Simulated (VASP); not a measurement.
Here is a VASP 6.6.1 calculation.

The input INCAR:

```
SYSTEM = Co
ALGO = Normal
EDIFF = 1E-6
ENCUT = 520
GGA = PE
ISIF = 2
ISMEAR = 0
ISPIN = 2
LASPH = .TRUE.
LCHARG = .FALSE.
LMAXMIX = 4
LORBIT = 11
LREAL = .FALSE.
LWAVE = .FALSE.
MAGMOM = 0.16 0.16 0.16
NBANDS = 24
NELM = 150
PREC = Accurate
SIGMA = 0.1
```

File KPOINTS:

```
k-points
0
G
  6 6 6
  0 0 0
```

POSCAR

```
Co
1.0
    3.9032186248      0.0000000000      0.0000000000
   -1.9516093124      3.3802864856      0.0000000000
    0.0000000000      0.0000000000      2.4011567118
Co
3
Direct
    0.3333327742      0.0000000000      0.3333333333
    0.0000000000      0.3333327742      0.6666666667
    0.6666672258      0.6666672258      0.0000000000
```

Potentials or basis: VASP PAW PBE potentials, release 64 (Co).

The run is started by

```sh
$ cat potpaw_PBE.64/Co/POTCAR > POTCAR
$ mpirun -np 1 vasp_std > vasp.out
```

Question: What does it give for the site moments?

Answer: Co +1.74 μB.

Question: Estimate the net moment.

Answer: 5.20 μB per cell.

Stress tensor (GPa, compression positive):
```
10.87  0.00  0.00
 0.00 10.87  0.00
 0.00  0.00  9.49
```

Caveat: the k points lie up to 0.44 Å⁻¹ apart.
